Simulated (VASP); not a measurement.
# TePb (Fm-3m) in VASP: further runs

The runs below take TePb through single point, with PBE.

Program: VASP 6.6.1. These are calculated values, not measurements. Logs are shortened: lines on timing, memory, paths and dates and some standing lists are left out, and cuts for length are marked.

**1. The cell of the first run**

Symmetry: Fm-3m, No. 225, cubic system. The conventional cell has a = 6.435 Å, b = 6.435 Å, c = 6.435 Å, α = 90.00°, β = 90.00°, γ = 90.00°. Within 4.2 Å of Pb (site symmetry m-3m) lie 6 Te at 3.22 Å. Within 4.2 Å of Te (site symmetry m-3m) lie 6 Pb at 3.22 Å.

**2. Single point, PBE (33.31 Å³/atom)**

Input file INCAR:

```
SYSTEM = TePb
ALGO = Normal
EDIFF = 1E-7
ENCUT = 520
GGA = PE
ISIF = 2
ISMEAR = 0
LASPH = .True.
LCHARG = .True.
LELF = .True.
LREAL = .False.
LVHAR = .True.
LWAVE = .False.
NBANDS = 17
NELM = 80
PREC = Accurate
SIGMA = 0.01
```

Input file KPOINTS:

```
k-points
0
Gamma
  6 6 6
  0 0 0
```

Input file POSCAR:

```
TePb
1.0
    0.0000000000      3.2176016351      3.2176016351
    3.2176016351      0.0000000000      3.2176016351
    3.2176016351      3.2176016351      0.0000000000
Pb Te
1 1
Direct
    0.0000000000      0.0000000000      0.0000000000
    0.5000000000      0.5000000000      0.5000000000
```

Potentials or basis: VASP PAW PBE potentials, release 64 (Pb_d, Te).

Launch:

```console
$ cat potpaw_PBE.64/Pb_d/POTCAR potpaw_PBE.64/Te/POTCAR > POTCAR
$ mpirun -np 1 vasp_std > vasp.out
```

OUTCAR:

```text
SYSTEM = TePb
   EDIFF = 1E-7
   ENCUT = 520
   GGA = PE
   ISIF = 2
   ISMEAR = 0
   LASPH = .True.
   LREAL = .False.
   NELM = 80
   PREC = Accurate

 ion  position               nearest neighbor table
   1  0.000  0.000  0.000-   2 3.22   2 3.22   2 3.22   2 3.22   2 3.22   2 3.22
   2  0.500  0.500  0.500-   1 3.22   1 3.22   1 3.22   1 3.22   1 3.22   1 3.22

  LATTYP: Found a face centered cubic cell.
 ALAT       =     6.4352032702

  Lattice vectors:

 A1 = (   0.0000000000,   3.2176016351,   3.2176016351)
 A2 = (   3.2176016351,   0.0000000000,   3.2176016351)
 A3 = (   3.2176016351,   3.2176016351,   0.0000000000)

Analysis of symmetry for initial positions (statically):
=====================================================================
 Subroutine PRICEL returns:
 Original cell was already a primitive cell.

 Routine SETGRP: Setting up the symmetry group for a
 face centered cubic supercell.

 Subroutine GETGRP returns: Found 48 space group operations
 (whereof 48 operations were pure point group operations)
 out of a pool of 48 trial point group operations.

The static configuration has the point symmetry O_h .

Analysis of symmetry for dynamics (positions and initial velocities):
=====================================================================
 Subroutine PRICEL returns:
 Original cell was already a primitive cell.

 Routine SETGRP: Setting up the symmetry group for a
 face centered cubic supercell.

 Subroutine GETGRP returns: Found 48 space group operations
 (whereof 48 operations were pure point group operations)
 out of a pool of 48 trial point group operations.

The dynamic configuration has the point symmetry O_h .

 Subroutine INISYM returns: Found 48 space group operations
 (whereof 48 operations are pure point group operations),
 and found     1 'primitive' translations

----------------------------------------------------------------------------------------

                                     Primitive cell

  volume of cell :      66.6234

  direct lattice vectors                    reciprocal lattice vectors
     0.000000000  3.217601635  3.217601635    -0.155395247  0.155395247  0.155395247
     3.217601635  0.000000000  3.217601635     0.155395247 -0.155395247  0.155395247
     3.217601635  3.217601635  0.000000000     0.155395247  0.155395247 -0.155395247

  length of vectors
     4.550375871  4.550375871  4.550375871     0.269152463  0.269152463  0.269152463

  position of ions in fractional coordinates (direct lattice)
     0.000000000  0.000000000  0.000000000
     0.500000000  0.500000000  0.500000000

  ion indices of the primitive-cell ions
   primitive index   ion index
                 1           1
                 2           2

----------------------------------------------------------------------------------------

 KPOINTS: k-points

Automatic generation of k-mesh.
 Grid dimensions read from file:
 generate k-points for:    6    6    6

 Generating k-lattice:

  Cartesian coordinates                     Fractional coordinates (reciprocal lattice)
    -0.025899208  0.025899208  0.025899208     0.166666667  0.000000000  0.000000000
     0.025899208 -0.025899208  0.025899208     0.000000000  0.166666667  0.000000000
     0.025899208  0.025899208 -0.025899208     0.000000000  0.000000000  0.166666667

  Length of vectors
     0.044858744  0.044858744  0.044858744

  Shift w.r.t. Gamma in fractional coordinates (k-lattice)
     0.000000000  0.000000000  0.000000000

 Subroutine IBZKPT returns following result:
 ===========================================

 Found     16 irreducible k-points:

 Following reciprocal coordinates:
            Coordinates               Weight
  0.000000  0.000000  0.000000      1.000000
  0.166667  0.000000  0.000000      8.000000
  0.333333  0.000000  0.000000      8.000000
  0.500000  0.000000  0.000000      4.000000
  0.166667  0.166667  0.000000      6.000000
  0.333333  0.166667  0.000000     24.000000
[... 8 lines left out ...]
 -0.333333  0.333333  0.166667     24.000000
 -0.333333  0.500000  0.166667     12.000000
   k-points           NKPTS =     16   k-points in BZ     NKDIM =     16   number of bands    NBANDS=     17
   number of dos      NEDOS =    301   number of ions     NIONS =      2
   total plane-waves  NPLWV =  46656
   dimension x,y,z NGX =    36 NGY =   36 NGZ =   36
   dimension x,y,z NGXF=    72 NGYF=   72 NGZF=   72
   ions per type =               1   1
   NGX,Y,Z   is equivalent  to a cutoff of  13.15, 13.15, 13.15 a.u.
   NGXF,Y,Z  is equivalent  to a cutoff of  26.30, 26.30, 26.30 a.u.
 SYSTEM =  TePb
   PREC   = accura    normal or accurate (medium, high low for compatibility)
   ISTART =      0    job   : 0-new  1-cont  2-samecut
   ICHARG =      2    charge: 1-file 2-atom 10-const
   ISPIN  =      1    spin polarized calculation?
   LNONCOLLINEAR =      F non collinear calculations
   LSORBIT =      F    spin-orbit coupling
   LASPH  =      T    aspherical Exc in radial PAW
   ENCUT  =  520.0 eV  38.22 Ry    6.18 a.u.   8.46  8.46  8.46*2*pi/ulx,y,z
   NELM   =     80;   NELMIN=  2; NELMDL= -5     # of ELM steps
   EDIFF  = 0.1E-06   stopping-criterion for ELM
   LREAL  =      F    real-space projection
   EDIFFG = 0.1E-05   stopping-criterion for IOM
   NSW    =      0    number of steps for IOM
   IBRION =     -1    ionic relax: 0-MD 1-quasi-New 2-CG
   NFREE  =      0    steps in history (QN), initial steepest desc. (CG)
   ISIF   =      2    stress and relaxation
   ISYM   =      2    0-nonsym 1-usesym 2-fastsym
   POTIM  = 0.5000    time-step for ionic-motion
   TEBEG  =    0.0;   TEEND  =   0.0 temperature during run
   PSTRESS=    0.0 pullay stress
   NELECT =      20.0000    total number of electrons
   NUPDOWN=      -1.0000    fix difference up-down
   EMIN   =  10.00;   EMAX   =-10.00  energy-range for DOS
   EFERMI =   0.00;   METHOD = LEGACY
   ISMEAR =     0;   SIGMA  =   0.01  broadening in eV -4-tet -1-fermi 0-gaus
   EFERMI_NEDOS =   21; number of points for ismear=-14 and -15
   IALGO  =     38    algorithm
   IMIX   =      4    mixing-type and parameters
     AMIX     =   0.40;   BMIX     =  1.00
     AMIX_MAG =   1.60;   BMIX_MAG =  1.00
  volume/ion in A,a.u.               =      33.31       224.80
  Fermi-wavevector in a.u.,A,eV,Ry     =   1.096165  2.071451 16.348454  1.201577
  Thomas-Fermi vector in A             =   2.232502
   LORBIT       =      0    0 simple, 1 ext, 2 COOP (PROOUT), +10 PAW based schemes
   GGA     = PE    functional components
   LHFCALC =     F    Hartree Fock is set to
   AEXX    =    0.0000 exact exchange contribution
   IVDW    =     0    specifies the selected vdW correction
   LEPSILON=     F    determine dielectric tensor
   LRPA    =     F    only Hartree local field effects (RPA)
 non-spin polarized calculation
 Gauss-broadening in eV      SIGMA  =   0.01
  energy-cutoff  :      520.00
  volume of cell :       66.62
 maximum number of plane-waves:      1820
 NGX is ok and might be reduce to    36
   NGX = 17   NGY = 17   NGZ = 17

 number of electron      20.0000001 magnetization

 Free energy of the ion-electron system (eV)
  ---------------------------------------------------
  ext. energy  EPLUGINS =         0.00000000
  ---------------------------------------------------
  free energy    TOTEN  =        -7.48933811 eV

  energy without entropy =       -7.48933811  energy(sigma->0) =       -7.48933811

 E-fermi :   5.8966     XC(G=0):  -9.3570

 val. band max:        5.7915587408   @ k =   0.5000   0.0000   0.0000
 cond. band min:       6.4991680011   @ k =   0.5000   0.0000   0.0000
 fundamental gap:      0.7076092603
 Fermi energy:         5.8966493076

 k-point     1 :       0.0000    0.0000    0.0000
  band No.  band energies     occupation
      1     -10.9573      2.00000
      2     -10.9573      2.00000
      3     -10.9471      2.00000
      4     -10.9471      2.00000
      5     -10.9471      2.00000
      6      -6.3361      2.00000
[... 9 lines left out ...]
     16      11.5536      0.00000
     17      13.1054      0.00000

 k-point     2 :       0.1667    0.0000    0.0000
  band No.  band energies     occupation
      1     -10.9608      2.00000
      2     -10.9608      2.00000
      3     -10.9464      2.00000
      4     -10.9430      2.00000
      5     -10.9430      2.00000
      6      -6.0954      2.00000
[... 9 lines left out ...]
     16      12.0657      0.00000
     17      14.7960      0.00000

 k-point     3 :       0.3333    0.0000    0.0000
  band No.  band energies     occupation
      1     -10.9690      2.00000
      2     -10.9690      2.00000
      3     -10.9452      2.00000
      4     -10.9336      2.00000
      5     -10.9336      2.00000
      6      -5.4363      2.00000
[... 9 lines left out ...]
     16      13.4341      0.00000
     17      16.8652      0.00000

 k-point     4 :       0.5000    0.0000    0.0000
  band No.  band energies     occupation
      1     -10.9732      2.00000
      2     -10.9732      2.00000
      3     -10.9448      2.00000
      4     -10.9288      2.00000
      5     -10.9288      2.00000
      6      -4.8674      2.00000
[... 9 lines left out ...]
     16      15.0235      0.00000
     17      15.0614      0.00000
[... 183 lines left out ...]
      1     -10.9927      2.00000
      2     -10.9593      2.00000
      3     -10.9470      2.00000
      4     -10.9309      2.00000
      5     -10.9272      2.00000
      6      -4.9539      2.00000
[... 9 lines left out ...]
     16      14.8467      0.00000
     17      15.3610      0.00000

 k-point    15 :      -0.3333    0.3333    0.1667
  band No.  band energies     occupation
      1     -10.9962      2.00000
      2     -10.9623      2.00000
      3     -10.9396      2.00000
      4     -10.9371      2.00000
      5     -10.9233      2.00000
      6      -4.5595      2.00000
[... 9 lines left out ...]
     16      16.0534      0.00000
     17      16.2442      0.00000

 k-point    16 :      -0.3333    0.5000    0.1667
  band No.  band energies     occupation
      1     -11.0100      2.00000
      2     -10.9548      2.00000
      3     -10.9486      2.00000
      4     -10.9296      2.00000
      5     -10.9197      2.00000
      6      -4.4896      2.00000
[... 9 lines left out ...]
     16      16.5498      0.00000
     17      17.3542      0.00000

------------------------ aborting loop because EDIFF is reached ----------------------------------------

  FORCE on cell =-STRESS in cart. coord.  units (eV):
  Direction    XX          YY          ZZ          XY          YZ          ZX
  --------------------------------------------------------------------------------------
  -------------------------------------------------------------------------------------
  Total        1.1304200      1.1304200      1.1304200      0.0000000      0.0000000      0.0000000
  in kB       27.1846406     27.1846406     27.1846406      0.0000000      0.0000000      0.0000000
  external PRESSURE =      27.1846406 kB  Pullay stress =       0.0000000 kB

 VOLUME and BASIS-vectors are now :
 -----------------------------------------------------------------------------
  energy-cutoff  :      520.00
  volume of cell :       66.62
      direct lattice vectors                 reciprocal lattice vectors
     0.000000000  3.217601635  3.217601635    -0.155395247  0.155395247  0.155395247
     3.217601635  0.000000000  3.217601635     0.155395247 -0.155395247  0.155395247
     3.217601635  3.217601635  0.000000000     0.155395247  0.155395247 -0.155395247

 POSITION                                       TOTAL-FORCE (eV/Angst)
 -----------------------------------------------------------------------------------
      0.00000      0.00000      0.00000         0.000000     -0.000000     -0.000000
      3.21760      3.21760      3.21760        -0.000000      0.000000      0.000000
 -----------------------------------------------------------------------------------
    total drift:                               -0.000000      0.000000      0.000000

  FREE ENERGIE OF THE ION-ELECTRON SYSTEM (eV)
  ---------------------------------------------------
  free  energy   TOTEN  =        -7.4893381087 eV

  energy  without entropy=       -7.4893381087  energy(sigma->0) =       -7.48933811
```

Run time: 22 s. Hardware: 1 thread of Intel Xeon Platinum 8259CL at 2.50GHz (Skylake/Cascade Lake), shared host; peak memory 0.2 GiB.

What came out:

- Free energy: -7.4893 eV
- Pressure: 2.7 GPa
- Band gap on the k mesh: 0.71 eV

Caveat: spin-orbit coupling is left out, which moves the levels of the heavy elements. A k mesh can miss the band edges.

(Part 1 of 2 ends here.)
